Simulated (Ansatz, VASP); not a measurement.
Sb in VASP and in Ansatz

```
Sb
1.0
     2.15420    1.24373    3.75800
    -2.15420    1.24373    3.75800
     0.00000   -2.48746    3.75800
Sb
2
Cartesian
  0.0000 0.0000 8.6416
  0.0000 0.0000 2.6324
```

Alike in both runs: functional HSE06; k mesh 4 × 4 × 4; occupations fermi-dirac, width 0.05 eV; no spin polarisation.

|  | VASP | Ansatz |
| --- | --- | --- |
| version | VASP 6.6.1 | Ansatz 0.2.0 |
| potentials or method | VASP PAW PBE potentials, release 64 (Sb) | Ansatz PAW |
| plane-wave cutoff (eV) | 520 | 420 |
| valence electrons in the cell | 10 | 30 |
| task | single point | band structure |

```tsv
	VASP	Ansatz	Ansatz less VASP
gap on the k mesh at the Fermi level (eV)	0.32	0.29	-0.024
least direct gap on the mesh (eV)	0.41	0.42	+0.010
pressure (GPa)	-0.2	0.8	+0.96
traceless stress, the component that is largest in VASP (GPa)	-0.39	-0.49	-0.105
rms of the force components (eV/Å)	0.234	0.187	-0.0464
```

Atom by atom the forces differ by 0.046 eV/Å (rms over components). The functional is the same, so the differences come from potentials, cutoffs and numerics. VASP's potentials hold 10 valence electrons a cell and Ansatz's 30, so a difference there can come from the potentials and not from the codes.

The k mesh is coarse, so the values compare programs but aren't converged. Spin-orbit coupling is off throughout.
